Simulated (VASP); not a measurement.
# P in VASP: further runs

Runs on P. Level: PBE+D3(BJ). Tasks: single point.

All numbers are computed with VASP 6.6.1; they aren't measurements. Logs are shortened: lines on timing, memory, paths and dates and some standing lists are left out, and cuts for length are marked.

### 1 The cell of the first run

The cell holds a slab with vacuum, 16 atoms: a = 6.645 Å, b = 8.334 Å, c = 24.482 Å, α = 90.00°, β = 90.00°, γ = 90.00°.

### 2 Single point, PBE+D3(BJ)

The input, INCAR:

```
SYSTEM = P
  PREC = Accurate
  ENCUT = 520
  EDIFF = 1E-6
  ISMEAR = 0
  SIGMA = 0.1
  LREAL = Auto
  LASPH = .True.
  NELM = 60
  ALGO = Normal
  ISIF = 2
  LWAVE = .False.
  LCHARG = .False.
  LDIPOL = .True.
  IDIPOL = 3
  DIPOL = 0.5 0.5 0.371
  GGA = PE
  IVDW = 12
  NBANDS = 54
```

The input, KPOINTS:

```
Automatic mesh
0
Gamma
  3 3 1
  0 0 0
```

The input, POSCAR:

```
P
1.0
    6.6450486700      0.0000000000      0.0000000000
    0.0000000000      8.3337232404      0.0000000000
    0.0000000000      0.0000000000     24.4816550291
P
16
Direct
    0.2500000000      0.4640486038      0.3267752932
    0.2500000000      0.9640486038      0.3267752932
    0.7500000000      0.4640486038      0.3267752932
    0.7500000000      0.9640486038      0.3267752932
    0.5000000000      0.2859513962      0.3267752932
    0.5000000000      0.7859513962      0.3267752932
    0.0000000000      0.2859513962      0.3267752932
    0.0000000000      0.7859513962      0.3267752932
    0.7500617993      0.0367601103      0.4146746323
    0.7499200147      0.5356971056      0.4143401666
    0.2500028332      0.0366579651      0.4146647116
    0.2501103576      0.5355389488      0.4146561468
    0.4998872096      0.2140345705      0.4146793621
    0.4999703573      0.7129958226      0.4146677570
    0.0002001061      0.2140691176      0.4146307896
    0.0000520660      0.7129488087      0.4146492574
```

Potentials or basis: VASP PAW PBE potentials, release 64 (P).

Run with:

```
> cat potpaw_PBE.64/P/POTCAR > POTCAR
> mpirun -np 1 vasp_std > vasp.out
```

OUTCAR:

```text
SYSTEM = P
   PREC = Accurate
   ENCUT = 520
   EDIFF = 1E-6
   ISMEAR = 0
   LREAL = Auto
   LASPH = .True.
   NELM = 60
   ISIF = 2
   GGA = PE
   IVDW = 12
 IVDW          = 12

 ion  position               nearest neighbor table
   1  0.250  0.464  0.327-   5 2.23   7 2.23  12 2.23
   2  0.250  0.964  0.327-   6 2.23   8 2.23  11 2.24
   3  0.750  0.464  0.327-  10 2.23   7 2.23   5 2.23
   4  0.750  0.964  0.327-   6 2.23   8 2.23   9 2.24
   5  0.500  0.286  0.327-   1 2.23   3 2.23  13 2.23
   6  0.500  0.786  0.327-   2 2.23   4 2.23  14 2.24
[... 8 lines left out ...]
  15  0.000  0.214  0.415-  11 2.22   9 2.22   7 2.23
  16  0.000  0.713  0.415-  10 2.22  12 2.22   8 2.24

  LATTYP: Found a simple orthorhombic cell.
 ALAT       =     6.6450486700
 B/A-ratio  =     1.2541252373
 C/A-ratio  =     3.6841949916

  Lattice vectors:

 A1 = (   6.6450486700,   0.0000000000,   0.0000000000)
 A2 = (   0.0000000000,   8.3337232404,   0.0000000000)
 A3 = (   0.0000000000,   0.0000000000,  24.4816550291)

Analysis of symmetry for initial positions (statically):
=====================================================================
 Subroutine PRICEL returns:
 Original cell was already a primitive cell.

 Routine SETGRP: Setting up the symmetry group for a
 simple orthorhombic supercell.

 Subroutine GETGRP returns: Found  1 space group operations
 (whereof  1 operations were pure point group operations)
 out of a pool of  8 trial point group operations.

The static configuration has the point symmetry C_1 .

Analysis of symmetry for dynamics (positions and initial velocities):
=====================================================================
 Subroutine PRICEL returns:
 Original cell was already a primitive cell.

 Routine SETGRP: Setting up the symmetry group for a
 simple orthorhombic supercell.

 Subroutine GETGRP returns: Found  1 space group operations
 (whereof  1 operations were pure point group operations)
 out of a pool of  8 trial point group operations.

The dynamic configuration has the point symmetry C_1 .

 Subroutine INISYM returns: Found  1 space group operations
 (whereof  1 operations are pure point group operations),
 and found     1 'primitive' translations

----------------------------------------------------------------------------------------

                                     Primitive cell

  volume of cell :    1355.7450

  direct lattice vectors                    reciprocal lattice vectors
     6.645048670  0.000000000  0.000000000     0.150487987  0.000000000  0.000000000
     0.000000000  8.333723240  0.000000000     0.000000000  0.119994386  0.000000000
     0.000000000  0.000000000 24.481655029     0.000000000  0.000000000  0.040846912

  length of vectors
     6.645048670  8.333723240 24.481655029     0.150487987  0.119994386  0.040846912

  position of ions in fractional coordinates (direct lattice)
     0.250000000  0.464048604  0.326775293
     0.250000000  0.964048604  0.326775293
     0.750000000  0.464048604  0.326775293
     0.750000000  0.964048604  0.326775293
     0.500000000  0.285951396  0.326775293
     0.500000000  0.785951396  0.326775293
[... 8 lines left out ...]
     0.000200106  0.214069118  0.414630790
     0.000052066  0.712948809  0.414649257

  ion indices of the primitive-cell ions
   primitive index   ion index
                 1           1
                 2           2
                 3           3
                 4           4
                 5           5
                 6           6
[... 8 lines left out ...]
                15          15
                16          16

----------------------------------------------------------------------------------------

 KPOINTS: Automatic mesh

Automatic generation of k-mesh.
 Grid dimensions read from file:
 generate k-points for:    3    3    1

 Generating k-lattice:

  Cartesian coordinates                     Fractional coordinates (reciprocal lattice)
     0.050162662  0.000000000  0.000000000     0.333333333  0.000000000  0.000000000
     0.000000000  0.039998129  0.000000000     0.000000000  0.333333333  0.000000000
     0.000000000  0.000000000  0.040846912     0.000000000  0.000000000  1.000000000

  Length of vectors
     0.050162662  0.039998129  0.040846912

  Shift w.r.t. Gamma in fractional coordinates (k-lattice)
     0.000000000  0.000000000  0.000000000

 Subroutine IBZKPT returns following result:
 ===========================================

 Found      5 irreducible k-points:

 Following reciprocal coordinates:
            Coordinates               Weight
  0.000000  0.000000  0.000000      1.000000
  0.333333  0.000000  0.000000      2.000000
  0.000000  0.333333  0.000000      2.000000
  0.333333  0.333333  0.000000      2.000000
  0.333333 -0.333333  0.000000      2.000000
   k-points           NKPTS =      5   k-points in BZ     NKDIM =      5   number of bands    NBANDS=     54
   number of dos      NEDOS =    301   number of ions     NIONS =     16
   total plane-waves  NPLWV = 614400
   dimension x,y,z NGX =    50 NGY =   64 NGZ =  192
   dimension x,y,z NGXF=   100 NGYF=  128 NGZF=  384
   ions per type =              16
   NGX,Y,Z   is equivalent  to a cutoff of  12.51, 12.77, 13.04 a.u.
   NGXF,Y,Z  is equivalent  to a cutoff of  25.02, 25.53, 26.08 a.u.
 SYSTEM =  P
   PREC   = accura    normal or accurate (medium, high low for compatibility)
   ISTART =      0    job   : 0-new  1-cont  2-samecut
   ICHARG =      2    charge: 1-file 2-atom 10-const
   ISPIN  =      1    spin polarized calculation?
   LNONCOLLINEAR =      F non collinear calculations
   LSORBIT =      F    spin-orbit coupling
   LASPH  =      T    aspherical Exc in radial PAW
   ENCUT  =  520.0 eV  38.22 Ry    6.18 a.u.  12.36 15.50 45.52*2*pi/ulx,y,z
   NELM   =     60;   NELMIN=  2; NELMDL= -5     # of ELM steps
   EDIFF  = 0.1E-05   stopping-criterion for ELM
   LREAL  =      T    real-space projection
   EDIFFG = 0.1E-04   stopping-criterion for IOM
   NSW    =      0    number of steps for IOM
   IBRION =     -1    ionic relax: 0-MD 1-quasi-New 2-CG
   NFREE  =      0    steps in history (QN), initial steepest desc. (CG)
   ISIF   =      2    stress and relaxation
   ISYM   =      2    0-nonsym 1-usesym 2-fastsym
   POTIM  = 0.5000    time-step for ionic-motion
   TEBEG  =    0.0;   TEEND  =   0.0 temperature during run
   PSTRESS=    0.0 pullay stress
   NELECT =      80.0000    total number of electrons
   NUPDOWN=      -1.0000    fix difference up-down
   EMIN   =  10.00;   EMAX   =-10.00  energy-range for DOS
   EFERMI =   0.00;   METHOD = LEGACY
   ISMEAR =     0;   SIGMA  =   0.10  broadening in eV -4-tet -1-fermi 0-gaus
   EFERMI_NEDOS =   21; number of points for ismear=-14 and -15
   IALGO  =     38    algorithm
   IMIX   =      4    mixing-type and parameters
     AMIX     =   0.40;   BMIX     =  1.00
     AMIX_MAG =   1.60;   BMIX_MAG =  1.00
  volume/ion in A,a.u.               =      84.73       571.81
  Fermi-wavevector in a.u.,A,eV,Ry     =   0.637351  1.204419  5.526912  0.406217
  Thomas-Fermi vector in A             =   1.702328
   LORBIT       =      0    0 simple, 1 ext, 2 COOP (PROOUT), +10 PAW based schemes
   GGA     = PE    functional components
   LHFCALC =     F    Hartree Fock is set to
   AEXX    =    0.0000 exact exchange contribution
   IVDW    =    12    specifies the selected vdW correction
   LEPSILON=     F    determine dielectric tensor
   LRPA    =     F    only Hartree local field effects (RPA)
 non-spin polarized calculation
 Gauss-broadening in eV      SIGMA  =   0.10
  energy-cutoff  :      520.00
  volume of cell :     1355.75
 maximum number of plane-waves:     36537
 NGX is ok and might be reduce to    50
   NGX = 25   NGY = 31   NGZ = 91

 dipolmoment           0.000000      0.000000     -0.000007 electrons x Angstroem

 number of electron      79.9999986 magnetization

 dipolmoment           0.000000      0.000000      0.000605 electrons x Angstroem

 Free energy of the ion-electron system (eV)
  ---------------------------------------------------
  ext. energy  EPLUGINS =         0.00000000
  ---------------------------------------------------
  free energy    TOTEN  =       -85.38679787 eV

  energy without entropy =      -85.38555655  energy(sigma->0) =      -85.38617721

 E-fermi :  -1.9300     XC(G=0):  -2.6168

 val. band max:       -2.1023978661   @ k =   0.0000   0.3333   0.0000
 cond. band min:      -1.7763596427   @ k =   0.0000   0.0000   0.0000
 fundamental gap:      0.3260382234
 Fermi energy:        -1.9300032537

 k-point     1 :       0.0000    0.0000    0.0000
  band No.  band energies     occupation
      1     -17.6842      2.00000
      2     -16.2211      2.00000
      3     -16.1936      2.00000
      4     -14.8550      2.00000
      5     -14.8434      2.00000
      6     -14.8369      2.00000
[... 44 lines left out ...]
     51       0.4118      0.00000
     52       0.7165      0.00000

 k-point     2 :       0.3333    0.0000    0.0000
  band No.  band energies     occupation
      1     -17.3553      2.00000
      2     -16.3852      2.00000
      3     -15.9129      2.00000
      4     -15.8859      2.00000
      5     -15.0538      2.00000
      6     -15.0298      2.00000
[... 44 lines left out ...]
     51       1.0334      0.00000
     52       1.0410      0.00000

 k-point     3 :       0.0000    0.3333    0.0000
  band No.  band energies     occupation
      1     -17.5044      2.00000
      2     -16.9846      2.00000
      3     -15.3994      2.00000
      4     -14.9446      2.00000
      5     -14.7248      2.00000
      6     -14.7175      2.00000
[... 44 lines left out ...]
     51       0.4969      0.00000
     52       0.8317      0.00000

 k-point     4 :       0.3333    0.3333    0.0000
  band No.  band energies     occupation
      1     -17.1780      2.00000
      2     -16.6657      2.00000
      3     -16.2186      2.00000
      4     -15.7421      2.00000
      5     -15.0936      2.00000
      6     -14.6167      2.00000
[... 44 lines left out ...]
     51       0.8784      0.00000
     52       1.1180      0.00000

 k-point     5 :       0.3333   -0.3333    0.0000
  band No.  band energies     occupation
      1     -17.1780      2.00000
      2     -16.6657      2.00000
      3     -16.2186      2.00000
      4     -15.7421      2.00000
      5     -15.0936      2.00000
      6     -14.6167      2.00000
[... 44 lines left out ...]
     51       0.8784      0.00000
     52       1.1181      0.00000
 [bands above 52 left out]

------------------------ aborting loop because EDIFF is reached ----------------------------------------

 vacuum level on the upper side and lower side of the slab       (xc-potential included)        -0.007        -0.008

 Edisp (eV)   -4.19101

 E8    (eV) :    -1.6996

  FORCE on cell =-STRESS in cart. coord.  units (eV):
  Direction    XX          YY          ZZ          XY          YZ          ZX
  --------------------------------------------------------------------------------------
  -------------------------------------------------------------------------------------
  Total       2.90243     3.98872    -0.73067    -0.00181     0.05901    -0.00599
  in kB       3.43000     4.71375    -0.86348    -0.00214     0.06974    -0.00708
  external pressure =        2.43 kB  Pullay stress =        0.00 kB

 VOLUME and BASIS-vectors are now :
 -----------------------------------------------------------------------------
  energy-cutoff  :      520.00
  volume of cell :     1355.75
      direct lattice vectors                 reciprocal lattice vectors
     6.645048670  0.000000000  0.000000000     0.150487987  0.000000000  0.000000000
     0.000000000  8.333723240  0.000000000     0.000000000  0.119994386  0.000000000
     0.000000000  0.000000000 24.481655029     0.000000000  0.000000000  0.040846912

 POSITION                                       TOTAL-FORCE (eV/Angst)
 -----------------------------------------------------------------------------------
      1.66126      3.86725      8.00000         0.001747     -0.132771      0.036282
      1.66126      8.03411      8.00000         0.000302     -0.129159      0.054006
      4.98379      3.86725      8.00000        -0.001307     -0.140031     -0.028313
      4.98379      8.03411      8.00000         0.000349     -0.129449      0.059877
      3.32252      2.38304      8.00000        -0.001448      0.123574      0.043345
      3.32252      6.54990      8.00000        -0.003962      0.126447      0.057352
[... 8 lines left out ...]
      0.00133      1.78399     10.15085        -0.012864     -0.059440     -0.033993
      0.00035      5.94152     10.15130        -0.004035     -0.043271     -0.049797
 -----------------------------------------------------------------------------------
    total drift:                                0.001388      0.007238     -0.018849

  FREE ENERGIE OF THE ION-ELECTRON SYSTEM (eV)
  ---------------------------------------------------
  free  energy   TOTEN  =       -89.5778086005 eV

  energy  without entropy=      -89.5765672844  energy(sigma->0) =      -89.57718794

 vacuum level on the upper side and lower side of the slab         2.406         2.407
```

Run time: 12 min. Hardware: 1 thread of Intel Xeon Platinum 8488C (Sapphire Rapids), shared host; peak memory 1.1 GiB.

What came out:

* Free energy: -89.5778 eV
* Largest force: 0.143 eV/Å
* Band gap on the k mesh: 0.33 eV
* Dispersion energy per atom: -0.262 eV

Forces on the atoms (eV/Å):
```
P    0.002 -0.133  0.036
P    0.000 -0.129  0.054
P   -0.001 -0.140 -0.028
P    0.000 -0.129  0.060
P   -0.001  0.124  0.043
P   -0.004  0.126  0.057
P    0.002  0.127  0.034
P    0.004  0.125  0.054
P   -0.001  0.045 -0.052
P    0.007  0.072  0.033
P    0.001  0.040 -0.056
P   -0.008  0.073 -0.048
P    0.010 -0.059 -0.046
P    0.004 -0.038 -0.056
P   -0.013 -0.059 -0.034
P   -0.004 -0.043 -0.050
```

### 3 Single point, PBE+D3(BJ)

This run uses another cell than the first one.

The input, INCAR:

```
SYSTEM = P
ALGO = Normal
DIPOL = 0.5 0.5 0.390
EDIFF = 1E-7
ENCUT = 520
GGA = PE
IDIPOL = 3
ISIF = 2
ISMEAR = 0
IVDW = 12
LASPH = .True.
LCHARG = .False.
LDIPOL = .True.
LREAL = Auto
LWAVE = .False.
NBANDS = 54
NELM = 100
PREC = Accurate
SIGMA = 0.1
```

The input, KPOINTS:

```
k-points
0
Gamma
  3 3 1
  0 0 0
```

The input, POSCAR:

```
P
1.0
    6.6450485170      0.0000000000      0.0000000000
    0.0000000000      8.3337250862      0.0000000000
    0.0000000000      0.0000000000     23.2727548588
P
16
Direct
    0.2500000000      0.4640485946      0.3437495926
    0.2500000000      0.9640485946      0.3437495926
    0.7500000000      0.4640485946      0.3437495926
    0.7500000000      0.9640485946      0.3437495926
    0.5000000000      0.2859514054      0.3437495926
    0.5000000000      0.7859514054      0.3437495926
    0.0000000000      0.2859514054      0.3437495926
    0.0000000000      0.7859514054      0.3437495926
    0.7502519519      0.0359423958      0.4360864117
    0.7504380702      0.5365735570      0.4362554457
    0.2502024067      0.0368872849      0.4359313762
    0.2494465832      0.5362125147      0.4363077284
    0.5004609589      0.2136577224      0.4359379564
    0.4997687209      0.7129260575      0.4360103373
   -0.0002326816      0.2138644011      0.4364060985
    0.0000815286      0.7144235503      0.4363549116
```

Potentials or basis: VASP PAW PBE potentials, release 64 (P).

Run with:

```
> cat potpaw_PBE.64/P/POTCAR > POTCAR
> mpirun -np 1 vasp_std > vasp.out
```

Wall time 15 min (1 thread of Intel Xeon Platinum 8259CL at 2.50GHz (Skylake/Cascade Lake), shared host); peak memory 1.1 GiB.

The run converged. Its results:

```
Free energy                : -89.5776 eV
Largest force              : 0.151 eV/Å
Band gap on the k mesh     : 0.33 eV
Dispersion energy per atom : -0.262 eV
```

Forces on the atoms (eV/Å):
```
P   -0.015 -0.133  0.070
P    0.003 -0.126 -0.005
P    0.014 -0.121  0.054
P    0.000 -0.135  0.022
P    0.012  0.146  0.001
P   -0.008  0.126  0.018
P   -0.009  0.125  0.081
P    0.009  0.128  0.072
P   -0.013  0.075 -0.016
P   -0.011  0.038 -0.065
P   -0.008  0.032  0.016
P    0.012  0.052 -0.076
P   -0.004 -0.055  0.007
P    0.008 -0.011  0.009
P    0.014 -0.061 -0.113
P   -0.003 -0.081 -0.077
```

Levels at points of the mesh, in eV from the valence-band top:
```
           k point  band 38  band 39  band 40  band 41  band 42  band 43
(0.00, 0.00, 0.00)    -0.86    -0.86    -0.09     0.33     1.19     1.30
```
